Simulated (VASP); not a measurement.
# BaTiO3 in VASP: further runs

The runs below take BaTiO3 through single point, with PBE, r2SCAN.

Program: VASP 6.6.1. These are calculated values, not measurements. Logs are shortened: lines on timing, memory, paths and dates and some standing lists are left out, and cuts for length are marked.

### 1 The cell of the first run

It takes space group Pm-3m (No. 221, cubic). Conventional cell: a = 4.074 Å, b = 4.074 Å, c = 4.074 Å, α = 90.00°, β = 90.00°, γ = 90.00°. Ba (site symmetry m-3m) has 12 O at 2.88 Å and 8 Ti at 3.53 Å within 3.8 Å. Within 2.7 Å of Ti (site symmetry m-3m) lie 6 O at 2.04 Å. O (site symmetry 4/mmm) has 2 Ti at 2.04 Å within 2.7 Å.

### 2 Single point, PBE (strain +2.0%)

Input file INCAR:

```
ALGO = Normal ; EDIFF = 1E-6
ENCUT = 520 ; GGA = PE
ISIF = 2 ; ISMEAR = -1
LASPH = True ; LCHARG = False
LREAL = False ; LWAVE = False
NBANDS = 28 ; NELM = 100
PREC = Accurate ; SIGMA = 0.02
```

Input file KPOINTS:

```
k-points
0
Gamma
  6 6 6
```

Input file POSCAR:

```
BaTiO3
1.0
    4.0739784504      0.0000000000      0.0000000000
    0.0000000000      4.0739784504      0.0000000000
    0.0000000000      0.0000000000      4.0739784504
Ba Ti O
1 1 3
Direct
    0.0000000000      0.0000000000      0.0000000000
    0.5000000000      0.5000000000      0.5000000000
    0.5000000000      0.5000000000      0.0000000000
    0.5000000000      0.0000000000      0.5000000000
    0.0000000000      0.5000000000      0.5000000000
```

Potentials or basis: VASP PAW PBE potentials, release 64 (Ba_sv, Ti_sv, O).

Run with:

```sh
$ cat potpaw_PBE.64/Ba_sv/POTCAR potpaw_PBE.64/Ti_sv/POTCAR potpaw_PBE.64/O/POTCAR > POTCAR
$ mpirun -np 1 vasp_std > vasp.out
```

OUTCAR:

```text
EDIFF = 1E-6
   ENCUT = 520
   GGA = PE
   ISIF = 2
   ISMEAR = -1
   LASPH = True
   LREAL = False
   NELM = 100
   PREC = Accurate

 ion  position               nearest neighbor table
   1  0.000  0.000  0.000-   3 2.88   4 2.88   5 2.88   4 2.88   5 2.88   3 2.88   5 2.88   5 2.88
                             3 2.88   4 2.88   4 2.88   3 2.88   2 3.53   2 3.53   2 3.53   2 3.53
   2  0.500  0.500  0.500-   3 2.04   4 2.04   5 2.04   3 2.04   4 2.04   5 2.04   1 3.53   1 3.53
                             1 3.53   1 3.53   1 3.53   1 3.53   1 3.53   1 3.53
   3  0.500  0.500  0.000-   2 2.04   2 2.04   1 2.88   1 2.88   1 2.88   1 2.88
   4  0.500  0.000  0.500-   2 2.04   2 2.04   1 2.88   1 2.88   1 2.88   1 2.88
   5  0.000  0.500  0.500-   2 2.04   2 2.04   1 2.88   1 2.88   1 2.88   1 2.88

  LATTYP: Found a simple cubic cell.
 ALAT       =     4.0739784504

  Lattice vectors:

 A1 = (   4.0739784504,   0.0000000000,   0.0000000000)
 A2 = (   0.0000000000,   4.0739784504,   0.0000000000)
 A3 = (   0.0000000000,   0.0000000000,   4.0739784504)

Analysis of symmetry for initial positions (statically):
=====================================================================
 Subroutine PRICEL returns:
 Original cell was already a primitive cell.

 Routine SETGRP: Setting up the symmetry group for a
 simple cubic supercell.

 Subroutine GETGRP returns: Found 48 space group operations
 (whereof 48 operations were pure point group operations)
 out of a pool of 48 trial point group operations.

The static configuration has the point symmetry O_h .

Analysis of symmetry for dynamics (positions and initial velocities):
=====================================================================
 Subroutine PRICEL returns:
 Original cell was already a primitive cell.

 Routine SETGRP: Setting up the symmetry group for a
 simple cubic supercell.

 Subroutine GETGRP returns: Found 48 space group operations
 (whereof 48 operations were pure point group operations)
 out of a pool of 48 trial point group operations.

The dynamic configuration has the point symmetry O_h .

 Subroutine INISYM returns: Found 48 space group operations
 (whereof 48 operations are pure point group operations),
 and found     1 'primitive' translations

----------------------------------------------------------------------------------------

                                     Primitive cell

  volume of cell :      67.6170

  direct lattice vectors                    reciprocal lattice vectors
     4.073978450  0.000000000  0.000000000     0.245460307  0.000000000  0.000000000
     0.000000000  4.073978450  0.000000000     0.000000000  0.245460307  0.000000000
     0.000000000  0.000000000  4.073978450     0.000000000  0.000000000  0.245460307

  length of vectors
     4.073978450  4.073978450  4.073978450     0.245460307  0.245460307  0.245460307

  position of ions in fractional coordinates (direct lattice)
     0.000000000  0.000000000  0.000000000
     0.500000000  0.500000000  0.500000000
     0.500000000  0.500000000  0.000000000
     0.500000000  0.000000000  0.500000000
     0.000000000  0.500000000  0.500000000

  ion indices of the primitive-cell ions
   primitive index   ion index
                 1           1
                 2           2
                 3           3
                 4           4
                 5           5

----------------------------------------------------------------------------------------

 KPOINTS: k-points

Automatic generation of k-mesh.
 Grid dimensions read from file:
 generate k-points for:    6    6    6

 Generating k-lattice:

  Cartesian coordinates                     Fractional coordinates (reciprocal lattice)
     0.040910051  0.000000000  0.000000000     0.166666667  0.000000000  0.000000000
     0.000000000  0.040910051  0.000000000     0.000000000  0.166666667  0.000000000
     0.000000000  0.000000000  0.040910051     0.000000000  0.000000000  0.166666667

  Length of vectors
     0.040910051  0.040910051  0.040910051

  Shift w.r.t. Gamma in fractional coordinates (k-lattice)
     0.000000000  0.000000000  0.000000000

 Subroutine IBZKPT returns following result:
 ===========================================

 Found     20 irreducible k-points:

 Following reciprocal coordinates:
            Coordinates               Weight
  0.000000  0.000000  0.000000      1.000000
  0.166667  0.000000  0.000000      6.000000
  0.333333  0.000000  0.000000      6.000000
  0.500000  0.000000  0.000000      3.000000
  0.166667  0.166667  0.000000     12.000000
  0.333333  0.166667  0.000000     24.000000
[... 12 lines left out ...]
  0.500000  0.500000  0.333333      6.000000
  0.500000  0.500000  0.500000      1.000000
   k-points           NKPTS =     20   k-points in BZ     NKDIM =     20   number of bands    NBANDS=     28
   number of dos      NEDOS =    301   number of ions     NIONS =      5
   total plane-waves  NPLWV =  27000
   dimension x,y,z NGX =    30 NGY =   30 NGZ =   30
   dimension x,y,z NGXF=    60 NGYF=   60 NGZF=   60
   ions per type =               1   1   3
   NGX,Y,Z   is equivalent  to a cutoff of  12.24, 12.24, 12.24 a.u.
   NGXF,Y,Z  is equivalent  to a cutoff of  24.48, 24.48, 24.48 a.u.
 SYSTEM =  unknown system
   PREC   = accura    normal or accurate (medium, high low for compatibility)
   ISTART =      0    job   : 0-new  1-cont  2-samecut
   ICHARG =      2    charge: 1-file 2-atom 10-const
   ISPIN  =      1    spin polarized calculation?
   LNONCOLLINEAR =      F non collinear calculations
   LSORBIT =      F    spin-orbit coupling
   LASPH  =      T    aspherical Exc in radial PAW
   ENCUT  =  520.0 eV  38.22 Ry    6.18 a.u.   7.57  7.57  7.57*2*pi/ulx,y,z
   NELM   =    100;   NELMIN=  2; NELMDL= -5     # of ELM steps
   EDIFF  = 0.1E-05   stopping-criterion for ELM
   LREAL  =      F    real-space projection
[... 7 lines left out ...]
   TEBEG  =    0.0;   TEEND  =   0.0 temperature during run
   PSTRESS=    0.0 pullay stress
   NELECT =      40.0000    total number of electrons
   NUPDOWN=      -1.0000    fix difference up-down
   EMIN   =  10.00;   EMAX   =-10.00  energy-range for DOS
   EFERMI =   0.00;   METHOD = LEGACY
   ISMEAR =    -1;   SIGMA  =   0.02  broadening in eV -4-tet -1-fermi 0-gaus
   EFERMI_NEDOS =   21; number of points for ismear=-14 and -15
   IALGO  =     38    algorithm
   IMIX   =      4    mixing-type and parameters
     AMIX     =   0.40;   BMIX     =  1.00
     AMIX_MAG =   1.60;   BMIX_MAG =  1.00
  volume/ion in A,a.u.               =      13.52        91.26
  Fermi-wavevector in a.u.,A,eV,Ry     =   1.374283  2.597018 25.696686  1.888653
  Thomas-Fermi vector in A             =   2.499723
   LORBIT       =      0    0 simple, 1 ext, 2 COOP (PROOUT), +10 PAW based schemes
   GGA     = PE    functional components
   LHFCALC =     F    Hartree Fock is set to
   AEXX    =    0.0000 exact exchange contribution
   IVDW    =     0    specifies the selected vdW correction
   LEPSILON=     F    determine dielectric tensor
   LRPA    =     F    only Hartree local field effects (RPA)
 non-spin polarized calculation
  energy-cutoff  :      520.00
  volume of cell :       67.62
 maximum number of plane-waves:      1856
   NGX = 15   NGY = 15   NGZ = 15

 number of electron      39.9999987 magnetization

 Free energy of the ion-electron system (eV)
  ---------------------------------------------------
  ext. energy  EPLUGINS =         0.00000000
  ---------------------------------------------------
  free energy    TOTEN  =       -39.95801856 eV

  energy without entropy =      -39.95801856  energy(sigma->0) =      -39.95801856

 E-fermi :   3.8501     XC(G=0): -10.9824

 val. band max:        3.4338282760   @ k =   0.5000   0.5000   0.5000
 cond. band min:       5.0700642198   @ k =   0.0000   0.0000   0.0000
 fundamental gap:      1.6362359439
 Fermi energy:         3.8501206953

 k-point     1 :       0.0000    0.0000    0.0000
  band No.  band energies     occupation
      1     -53.4248      2.00000
      2     -29.6092      2.00000
      3     -29.6092      2.00000
      4     -29.6092      2.00000
      5     -21.5133      2.00000
      6     -13.3331      2.00000
[... 20 lines left out ...]
     27       8.4250      0.00000
     28      10.2506      0.00000

 k-point     2 :       0.1667    0.0000    0.0000
  band No.  band energies     occupation
      1     -53.4246      2.00000
      2     -29.6191      2.00000
      3     -29.6088      2.00000
      4     -29.6088      2.00000
      5     -21.4914      2.00000
      6     -13.3387      2.00000
[... 20 lines left out ...]
     27       8.9221      0.00000
     28      10.8898      0.00000

 k-point     3 :       0.3333    0.0000    0.0000
  band No.  band energies     occupation
      1     -53.4242      2.00000
      2     -29.6389      2.00000
      3     -29.6080      2.00000
      4     -29.6080      2.00000
      5     -21.4469      2.00000
      6     -13.4161      2.00000
[... 20 lines left out ...]
     27      10.0590      0.00000
     28      11.4819      0.00000

 k-point     4 :       0.5000    0.0000    0.0000
  band No.  band energies     occupation
      1     -53.4240      2.00000
      2     -29.6488      2.00000
      3     -29.6077      2.00000
      4     -29.6077      2.00000
      5     -21.4243      2.00000
      6     -13.4757      2.00000
[... 20 lines left out ...]
     27      10.7396      0.00000
     28      11.4115      0.00000

 k-point     5 :       0.1667    0.1667    0.0000
  band No.  band energies     occupation
      1     -53.4244      2.00000
      2     -29.6189      2.00000
      3     -29.6185      2.00000
      4     -29.6084      2.00000
      5     -21.4712      2.00000
      6     -13.3124      2.00000
[... 20 lines left out ...]
     27       9.4078      0.00000
     28      11.1814      0.00000

 k-point     6 :       0.3333    0.1667    0.0000
  band No.  band energies     occupation
      1     -53.4240      2.00000
      2     -29.6384      2.00000
      3     -29.6178      2.00000
      4     -29.6077      2.00000
      5     -21.4302      2.00000
      6     -13.3283      2.00000
[... 339 lines left out ...]
      5     -21.3534      2.00000
      6     -12.8589      2.00000
[... 20 lines left out ...]
     27      10.9728      0.00000
     28      10.9728      0.00000

 k-point    18 :       0.5000    0.3333    0.3333
  band No.  band energies     occupation
      1     -53.4229      2.00000
      2     -29.6456      2.00000
      3     -29.6356      2.00000
      4     -29.6355      2.00000
      5     -21.3388      2.00000
      6     -12.7603      2.00000
[... 20 lines left out ...]
     27      10.8287      0.00000
     28      10.8350      0.00000

 k-point    19 :       0.5000    0.5000    0.3333
  band No.  band energies     occupation
      1     -53.4227      2.00000
      2     -29.6451      2.00000
      3     -29.6451      2.00000
      4     -29.6351      2.00000
      5     -21.3251      2.00000
      6     -12.6055      2.00000
[... 20 lines left out ...]
     27      10.5325      0.00000
     28      10.5436      0.00000

 k-point    20 :       0.5000    0.5000    0.5000
  band No.  band energies     occupation
      1     -53.4226      2.00000
      2     -29.6447      2.00000
      3     -29.6447      2.00000
      4     -29.6447      2.00000
      5     -21.3120      2.00000
      6     -12.4823      2.00000
[... 20 lines left out ...]
     27      10.5436      0.00000
     28      10.5436      0.00000

------------------------ aborting loop because EDIFF is reached ----------------------------------------

  FORCE on cell =-STRESS in cart. coord.  units (eV):
  Direction    XX          YY          ZZ          XY          YZ          ZX
  --------------------------------------------------------------------------------------
  -------------------------------------------------------------------------------------
  Total       -1.9244106     -1.9244106     -1.9244106      0.0000000      0.0000000      0.0000000
  in kB      -45.5986673    -45.5986673    -45.5986673      0.0000000      0.0000000      0.0000000
  external PRESSURE =     -45.5986673 kB  Pullay stress =       0.0000000 kB

 VOLUME and BASIS-vectors are now :
 -----------------------------------------------------------------------------
  energy-cutoff  :      520.00
  volume of cell :       67.62
      direct lattice vectors                 reciprocal lattice vectors
     4.073978450  0.000000000  0.000000000     0.245460307  0.000000000  0.000000000
     0.000000000  4.073978450  0.000000000     0.000000000  0.245460307  0.000000000
     0.000000000  0.000000000  4.073978450     0.000000000  0.000000000  0.245460307

 POSITION                                       TOTAL-FORCE (eV/Angst)
 -----------------------------------------------------------------------------------
      0.00000      0.00000      0.00000         0.000000      0.000000      0.000000
      2.03699      2.03699      2.03699         0.000000      0.000000      0.000000
      2.03699      2.03699      0.00000         0.000000      0.000000      0.000000
      2.03699      0.00000      2.03699         0.000000      0.000000      0.000000
      0.00000      2.03699      2.03699         0.000000      0.000000      0.000000
 -----------------------------------------------------------------------------------
    total drift:                                0.000000      0.000000     -0.000000

  FREE ENERGIE OF THE ION-ELECTRON SYSTEM (eV)
  ---------------------------------------------------
  free  energy   TOTEN  =       -39.9580185583 eV

  energy  without entropy=      -39.9580185583  energy(sigma->0) =      -39.95801856
```

Run time: 46 s. Hardware: 1 thread of Intel Xeon 6975P-C, shared host; peak memory 0.19 GiB.

What came out:

* Free energy: -39.9580 eV
* Pressure: -4.6 GPa
* Band gap on the k mesh: 1.64 eV, indirect (least direct gap 1.83 eV)

Caveat: the cell differs from its parent crystal (strain +2.0%); spin-orbit coupling is left out, which moves the levels of the heavy elements. A k mesh can miss the band edges.

### 3 Single point, r2SCAN (strain -3.0%)

POSCAR, as its differences from that of step 2:

```diff
@@ -2,5 +2,5 @@
 1.0
-    4.0739784504      0.0000000000      0.0000000000
-    0.0000000000      4.0739784504      0.0000000000
-    0.0000000000      0.0000000000      4.0739784504
+    3.8742736244      0.0000000000      0.0000000000
+    0.0000000000      3.8742736244      0.0000000000
+    0.0000000000      0.0000000000      3.8742736244
 Ba Ti O
```

Input file INCAR.step1:

```
SYSTEM = BaTiO3
ALGO = Normal
EDIFF = 1E-4
ENCUT = 520
GGA = PE
ISMEAR = 0
LASPH = .TRUE.
LCHARG = .FALSE.
LREAL = .FALSE.
LWAVE = .TRUE.
NBANDS = 28
NELM = 100
PREC = Accurate
SIGMA = 0.01
```

Input file INCAR.step2:

```
SYSTEM = BaTiO3
ALGO = Normal
EDIFF = 1E-6
ENCUT = 520
ISIF = 2
ISMEAR = 0
ISTART = 1
LASPH = .TRUE.
LCHARG = .FALSE.
LMIXTAU = .TRUE.
LREAL = .FALSE.
LWAVE = .FALSE.
METAGGA = R2SCAN
NBANDS = 28
NELM = 100
PREC = Accurate
SIGMA = 0.01
```

Input file KPOINTS:

```
k-points
0
G
  6 6 6
  0 0 0
```

Potentials or basis: VASP PAW PBE potentials, release 64 (Ba_sv, Ti_sv, O).

Run with:

```sh
$ cat potpaw_PBE.64/Ba_sv/POTCAR potpaw_PBE.64/Ti_sv/POTCAR potpaw_PBE.64/O/POTCAR > POTCAR
$ cp INCAR.step1 INCAR
$ mpirun -np 1 vasp_std > vasp.out
$ cp INCAR.step2 INCAR
$ mpirun -np 1 vasp_std > vasp.out
```

Wall time 2.1 min (1 thread of Intel Xeon 6975P-C, shared host); peak memory 0.2 GiB.

Results (log left out):

| Item | Value |
| --- | --- |
| Free energy | -73.8166 eV |
| Pressure | 23.0 GPa |
| Band gap on the k mesh | 2.36 eV, indirect (least direct gap 2.40 eV) |

Levels at points of the mesh, in eV from the valence-band top:
```tsv
k point	band 16	band 17	band 18	band 19	band 20	band 21	band 22	band 23	band 24	band 25
(0.00, 0.00, 0.00)	-1.29	-1.29	-0.05	-0.05	-0.05	2.36	2.36	2.36	4.90	4.90
(0.50, 0.00, 0.00)	-2.05	-1.93	-1.93	-0.73	-0.73	2.56	4.40	4.40	4.93	7.35
(0.50, 0.50, 0.00)	-3.05	-1.72	-0.81	-0.81	-0.11	4.42	4.42	4.90	5.99	9.12
(0.50, 0.50, 0.50)	-2.33	-2.33	0.00	0.00	0.00	5.23	5.23	5.23	7.89	7.89
```

Caveat: the cell differs from its parent crystal (strain -3.0%); the PAW data sets were made with another functional, which shifts forces and pressure a little; spin-orbit coupling is left out, which moves the levels of the heavy elements. A k mesh can miss the band edges.

### 4 Single point, r2SCAN

This run uses another cell than the first one, of 12.74 Å³/atom, 0.942 times its volume.

POSCAR, as its differences from that of step 3:

```diff
@@ -2,5 +2,5 @@
 1.0
-    3.8742736244      0.0000000000      0.0000000000
-    0.0000000000      3.8742736244      0.0000000000
-    0.0000000000      0.0000000000      3.8742736244
+    3.9940965200      0.0000000000      0.0000000000
+    0.0000000000      3.9940965200      0.0000000000
+    0.0000000000      0.0000000000      3.9940965200
 Ba Ti O
```

Input file INCAR.step1:

```
PREC = Accurate
ENCUT = 520
ISMEAR = 0
SIGMA = 0.01
LREAL = False
LASPH = True
NELM = 100
NBANDS = 28
GGA = PE
ALGO = Normal
EDIFF = 1E-4
LWAVE = True
LCHARG = False
```

Input file INCAR.step2:

```
PREC = Accurate
ENCUT = 520
EDIFF = 1E-6
ISMEAR = 0
SIGMA = 0.01
LREAL = False
LASPH = True
NELM = 100
ALGO = Normal
ISIF = 2
LWAVE = False
LCHARG = False
METAGGA = R2SCAN
LMIXTAU = True
NBANDS = 28
ISTART = 1
```

Input file KPOINTS:

```
regular mesh
0
Gamma
  6 6 6
```

Run with:

```sh
$ cat potpaw_PBE.64/Ba_sv/POTCAR potpaw_PBE.64/Ti_sv/POTCAR potpaw_PBE.64/O/POTCAR > POTCAR
$ cp INCAR.step1 INCAR
$ mpirun -np 1 vasp_std > vasp.out
$ cp INCAR.step2 INCAR
$ mpirun -np 1 vasp_std > vasp.out
```

Wall time 2.1 min (1 thread of Intel Xeon 6975P-C, shared host); peak memory 0.19 GiB.

Results (log left out):

- Free energy: -74.2299 eV
- Pressure: 2.0 GPa
- Band gap on the k mesh: 2.15 eV, indirect (least direct gap 2.30 eV)

Levels at points of the mesh, in eV from the valence-band top:
| k point | band 16 | band 17 | band 18 | band 19 | band 20 | band 21 | band 22 | band 23 | band 24 | band 25 |
| --- | --- | --- | --- | --- | --- | --- | --- | --- | --- | --- |
| (0.00, 0.00, 0.00) | -1.13 | -1.13 | -0.15 | -0.15 | -0.15 | 2.15 | 2.15 | 2.15 | 4.21 | 4.21 |
| (0.50, 0.00, 0.00) | -1.94 | -1.83 | -1.83 | -0.75 | -0.75 | 2.30 | 3.88 | 3.88 | 4.22 | 6.37 |
| (0.50, 0.50, 0.00) | -2.71 | -1.78 | -0.88 | -0.88 | -0.09 | 3.89 | 3.89 | 4.34 | 5.14 | 8.16 |
| (0.50, 0.50, 0.50) | -2.42 | -2.42 | 0.00 | 0.00 | 0.00 | 4.58 | 4.58 | 4.58 | 7.44 | 7.44 |

Caveat: the PAW data sets were made with another functional, which shifts forces and pressure a little; spin-orbit coupling is left out, which moves the levels of the heavy elements.

[end of part 1 of 2]
